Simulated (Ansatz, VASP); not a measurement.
LiBr in VASP and in Ansatz

INCAR

```
  ALGO = Normal
  EDIFF = 1E-6
  ENCUT = 750
  GGA = PE
  GGA_COMPAT = False
  ISIF = 2
  ISMEAR = 0
  LASPH = True
  LCHARG = False
  LREAL = False
  LWAVE = False
  NBANDS = 12
  NELM = 120
  PREC = Accurate
  SIGMA = 0.02
```

KPOINTS

```
k-points
0
Gamma
  8 8 8
```

File POSCAR:

```
LiBr
1.0
    0.0000000000      2.8443487373      2.8443487373
    2.8443487373      0.0000000000      2.8443487373
    2.8443487373      2.8443487373      0.0000000000
Li Br
1 1
Direct
    0.0000000000      0.0000000000      0.0000000000
    0.5000000000      0.5000000000      0.5000000000
```

Input for Ansatz:

```yaml
crystal:
  lattice:
    - [0.0, 2.8443487373, 2.8443487373]
    - [2.8443487373, 0.0, 2.8443487373]
    - [2.8443487373, 2.8443487373, 0.0]
  atoms:
    - { symbol: Li, position: [0.0, 0.0, 0.0] }
    - { symbol: Br, position: [0.5, 0.5, 0.5] }
basis:
  ecutwfc: 420
kpoints:
  mp_grid: { grid: [8, 8, 8] }
hamiltonian:
  xc: pbe
scf:
  occupations: { method: gaussian, width: 0.02 }
output:
  forces: true
  stress: true
  eigenvalues: true
```

Alike in both runs: task single point; functional PBE; k mesh 8 × 8 × 8; occupations gaussian, width 0.02 eV; no spin polarisation.

```csv
,VASP,Ansatz
version,VASP 6.6.1,Ansatz 0.2.0
potentials or method,"VASP PAW PBE potentials, release 64 (Li_sv, Br), cutoff 750 eV","scalar-relativistic, plane waves, PAW"
valence electrons in the cell,10,10
```

|  | VASP | Ansatz | Ansatz less VASP |
| --- | --- | --- | --- |
| gap on the k mesh at the Fermi level (eV) | 4.54 | 4.54 | -0.003 |
| least direct gap on the mesh (eV) | 4.54 | 4.54 | -0.003 |
| pressure (GPa) | -2.0 | -2.0 | +0.04 |
